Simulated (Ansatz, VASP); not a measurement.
## One calculation of KF, two programs

```
CELL_PARAMETERS angstrom
0.00000 2.65441 2.65441
2.65441 0.00000 2.65441
2.65441 2.65441 0.00000
ATOMIC_POSITIONS crystal
K 0.00000 0.00000 0.00000
F 0.50000 0.50000 0.50000
```

Alike in both runs: task single point; functional LDA; k mesh 6 × 6 × 6; occupations gaussian, width 0.1 eV; no spin polarisation.

```csv
,VASP,Ansatz
version,VASP 6.6.1,Ansatz 0.2.0
potentials or method,"VASP PAW LDA potentials, release 64 (K_sv, F), cutoff 600 eV","scalar-relativistic, plane waves, PAW"
valence electrons in the cell,16,16
```

|  | VASP | Ansatz | Ansatz less VASP |
| --- | --- | --- | --- |
| gap on the k mesh at the Fermi level (eV) | 5.89 | 5.91 | +0.015 |
| least direct gap on the mesh (eV) | 5.89 | 5.91 | +0.015 |
| pressure (GPa) | -2.9 | -3.0 | -0.08 |

LDA's correlation is that of Perdew and Zunger in VASP and of Perdew and Wang (1992) in Ansatz.
